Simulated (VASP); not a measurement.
Crystal: Rb2ClF.

```
CELL_PARAMETERS angstrom
2.14755 1.23989 7.13338
-2.14755 1.23989 7.13338
0.00000 -2.47978 7.13338
ATOMIC_POSITIONS crystal
F 0.00000 0.00000 0.00000
Cl 0.50000 0.50000 0.50000
Rb 0.26339 0.26339 0.26339
Rb 0.73661 0.73661 0.73661
```

Base run:

```yaml
Program: VASP 6.6.1
Functional: r2SCAN
Potentials_or_basis: VASP PAW PBE potentials, release 64 (F, Cl, Rb_sv)
Cutoff: 520 eV
k_mesh: 8 × 8 × 8
Occupations: gaussian, width 0.01 eV
Spin: no spin polarisation
```

Its results: band gap on the k mesh 5.49 eV; pressure 0.0 GPa; largest force 0.005 eV/Å.

Q: The run is repeated on the same cell with these changes: functional from r2SCAN to PBE. What comes out?

A: Band gap on the k mesh 4.88 eV; pressure 1.0 GPa; largest force 0.093 eV/Å.

Caveats: the PAW data sets were made with another functional, which shifts forces and pressure a little (at least some runs).

A k mesh can miss the band edges.
